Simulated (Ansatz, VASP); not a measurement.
# LiBr: VASP beside Ansatz

The input INCAR:

```
PREC = Accurate
ENCUT = 750
EDIFF = 1E-6
ISMEAR = -1
SIGMA = 0.03
LREAL = F
LASPH = T
NELM = 120
ALGO = Normal
ISIF = 2
LWAVE = F
LCHARG = T
GGA = PE
LELF = T
LVHAR = T
NBANDS = 12
GGA_COMPAT = F
```

Contents of KPOINTS:

```
regular mesh
0
Gamma
  10 10 10
```

Contents of POSCAR:

```
LiBr
1.0
    0.0000000000      2.7445000000      2.7445000000
    2.7445000000      0.0000000000      2.7445000000
    2.7445000000      2.7445000000      0.0000000000
Li Br
1 1
Direct
    0.0000000000      0.0000000000      0.0000000000
    0.5000000000      0.5000000000      0.5000000000
```

Input for Ansatz:

```yaml
crystal:
  lattice:
    - [0.0, 2.7445, 2.7445]
    - [2.7445, 0.0, 2.7445]
    - [2.7445, 2.7445, 0.0]
  atoms:
    - { symbol: Li, position: [0.0, 0.0, 0.0] }
    - { symbol: Br, position: [0.5, 0.5, 0.5] }
kpoints:
  mp_grid: { grid: [10, 10, 10] }
  band_path:
    path:
      - [0.0, 0.0, 0.0]
      - [0.5, 0.0, 0.5]
      - [0.625, 0.25, 0.625]
      - [0.375, 0.375, 0.75]
      - [0.0, 0.0, 0.0]
      - [0.5, 0.5, 0.5]
      - [0.5, 0.25, 0.75]
      - [0.5, 0.0, 0.5]
    npoints: 5
scf:
  occupations: { method: fermi_dirac, width: 0.03 }
hamiltonian:
  xc: pbe
  pseudopotentials:
    kind: all_electron
    lapw: { basis_error: 0.001 }
    relativity: none
output:
  forces: true
  stress: true
  eigenvalues: true
```

Alike in both runs: task single point; functional PBE; k mesh 10 × 10 × 10; occupations fermi-dirac, width 0.03 eV; no spin polarisation.

|  | VASP | Ansatz |
| --- | --- | --- |
| version | VASP 6.6.1 | Ansatz 0.2.0 |
| potentials or method | VASP PAW PBE potentials, release 64 (Li_sv, Br), cutoff 750 eV | all-electron LAPW, non-relativistic |

```csv
,VASP,Ansatz,Ansatz less VASP
gap on the k mesh at the Fermi level (eV),4.97,5.31,+0.339
pressure (GPa),0.3,0.5,+0.22
```

Ansatz ran all-electron here, and VASP with PAW potentials.
